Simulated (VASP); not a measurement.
A run of VASP 6.6.1:

INCAR

```
PREC = Accurate
ENCUT = 520
EDIFF = 1E-6
ISMEAR = -1
SIGMA = 0.08
LREAL = False
LASPH = True
NELM = 150
ALGO = Normal
ISIF = 2
LWAVE = False
LCHARG = False
ISPIN = 2
MAGMOM = 2.205 2.205
LORBIT = 11
NUPDOWN = 4.41
LMAXMIX = 4
GGA = PE
NBANDS = 20
```

KPOINTS

```
Automatic mesh
0
Gamma
  15 15 8
```

Contents of POSCAR:

```
Co
1.0
    2.4873648738      0.0000000000      0.0000000000
   -1.2436824369      2.1541211692      0.0000000000
    0.0000000000      0.0000000000      4.0632895034
Co
2
Direct
    0.6666666667      0.3333333333      0.2598610000
    0.3333333333      0.6666666667      0.7401390000
```

Potentials or basis: VASP PAW PBE potentials, release 64 (Co).

Launch:

```sh
$ cat potpaw_PBE.64/Co/POTCAR > POTCAR
$ mpirun -np 1 vasp_std > vasp.out
```

Hardware: 1 thread of Intel(R) Xeon(R) Platinum 8488C (Sapphire Rapids), with other jobs on the host.

Estimate the wall time of this run.

Run time: 110 s on 1 thread of Intel(R) Xeon(R) Platinum 8488C (Sapphire Rapids), with other jobs on the host, peak memory 0.22 GiB. Counts: scf iterations 14, k points 192.
